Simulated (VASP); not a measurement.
Crystal: AgRh.

```
Ag Rh
1.0
     2.77759    0.00000    0.00000
    -1.38879    2.40546    0.00000
     0.00000    0.00000    4.80860
Ag Rh
1 1
Direct
  0.00000 0.00000 0.50000
  0.66667 0.33333 0.00000
```

| Quantity | Value |
| --- | --- |
| Program | VASP 6.6.1 |
| Task | relaxation of cell and atoms |
| Functional | LDA |
| Potentials or basis | VASP PAW LDA potentials, release 64 (Ag, Rh_pv) |
| Cutoff | 600 eV |
| k mesh | 11 × 11 × 6 |
| Occupations | fermi-dirac, width 0.05 eV |
| Spin | no spin polarisation |

At the start: pressure -15.4 GPa; volume 16.06 Å³/atom.

How do energy, volume and symmetry change on relaxing?

Over 10 steps the energy falls by 76.2 meV/atom and the volume is 14.62 Å³/atom (-9.0 %); space group P-6m2 (No. 187, to 0.1 Å) before and after.

Step by step:
| step | energy change (eV) | largest force (eV/Å) | pressure (GPa) | volume (Å³) |
| --- | --- | --- | --- | --- |
| 1 | 0.0000 | 0.0000 | -15.35 | 32.13 |
| 2 | 0.2845 | 0.0000 | 42.42 | 25.49 |
| 3 | -0.1504 | 0.0000 | -0.68 | 29.38 |
| 4 | -0.1506 | 0.0000 | -0.25 | 29.31 |
| 5 | -0.1506 | 0.0000 | 0.15 | 29.26 |
| 6 | -0.1524 | 0.0000 | 0.23 | 29.22 |
| 7 | -0.1524 | 0.0000 | 0.23 | 29.21 |
| 8 | -0.1524 | 0.0000 | 0.23 | 29.21 |
| 9 | -0.1524 | 0.0000 | -0.37 | 29.29 |
| 10 | -0.1525 | 0.0000 | 0.00 | 29.24 |

Final structure:
```xyz
2
Lattice="2.7015 0.0000 0.0000 -1.3507 2.3396 0.0000 0.0000 0.0000 4.6269" Properties=species:S:1:pos:R:3 pbc="T T T"
Ag    0.0000    0.0000    2.3135
Rh    1.3507    0.7799    0.0000
```
